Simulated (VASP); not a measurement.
Runs of VASP 6.6.1 on Ir. The structure is that of space group Fm-3m (No. 225), or close to it. The cells are those of the table. 

```csv
cell,gap on the mesh (eV),pressure (GPa)
"a = 2.773, b = 2.773, c = 3.798 Å, 2 atoms",none,-7.3
"a = 2.745, b = 2.715, c = 3.831 Å, 2 atoms",none,0.4
"a = 2.800, b = 2.800, c = 3.960 Å, 2 atoms",none,(a)
"a = 2.773, b = 2.773, c = 3.786 Å, 2 atoms",none,(b)
"a = 2.800, b = 2.698, c = 3.815 Å, 2 atoms",none,-2.4
"a = 2.745, b = 2.745, c = 3.821 Å, 2 atoms",none,-2.7
```

Alike in all rows: task single point; level r2SCAN; potentials or basis VASP PAW PBE potentials, release 64 (Ir); no spin polarisation; k mesh 20 × 20 × 14; cutoff (eV) 520; smearing gaussian 0.1 eV.

**Question.** Estimate the missing entries.

**Answer.** (a) -25.1; (b) -6.1.

Caveats: the PAW data sets were made with another functional, which shifts forces and pressure a little; spin-orbit coupling is left out, which moves the levels of the heavy elements; the stress differs along the axes, from -11 to 0 GPa (at least some runs); the cell stands under tension (at least some runs); the stress differs along the axes, from -10 to 2 GPa (at least some runs); the stress differs along the axes, from -4 to 2 GPa (at least some runs); the stress differs along the axes, from -5 to 1 GPa (at least some runs).

A k mesh can miss the band edges, and the runs leave out spin-orbit coupling on Ir.

A gap of «none» marks levels without a gap at the run's occupations.
